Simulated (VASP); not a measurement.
A run of VASP 6.6.1:

INCAR

```
PREC     = Accurate       # precision mode
ENCUT    = 520            # plane-wave cutoff, eV
EDIFF    = 1E-7           # SCF threshold, eV
ISMEAR   = 0              # smearing method
SIGMA    = 0.1            # smearing width, eV
LREAL    = F              # projectors in reciprocal space
LASPH    = T              # aspherical terms in the spheres
NELM     = 60             # most SCF steps
ALGO     = Normal         # electronic algorithm
ISIF     = 2              # what is computed and relaxed
LWAVE    = F              # write WAVECAR
LCHARG   = F              # write CHGCAR
GGA      = PE             # functional
NBANDS   = 8              # bands
```

Contents of KPOINTS:

```
Automatic mesh
0
Gamma
  20 20 20
```

POSCAR

```
Al
1.0
    2.7223483352      0.0000000000      0.0000000000
    0.0000000000      2.7223483352      0.0000000000
    0.0000000000      0.0000000000      2.7223545936
Al
1
Direct
    0.5000000000      0.5000000000      0.5000000000
```

Potentials or basis: VASP PAW PBE potentials, release 64 (Al).

The run is started by

```sh
$ cat potpaw_PBE.64/Al/POTCAR > POTCAR
$ mpirun -np 1 vasp_std > vasp.out
```

Hardware: 1 thread of Intel(R) Xeon(R) Platinum 8259CL CPU @ 2.50GHz (Skylake/Cascade Lake), with other jobs on the host.

Question: How long does it take, and how much memory?

Answer: It took 19 s on 1 thread of Intel(R) Xeon(R) Platinum 8259CL CPU @ 2.50GHz (Skylake/Cascade Lake) (shared host), peak memory 0.15 GiB. Counts: scf iterations 11, k points 286.
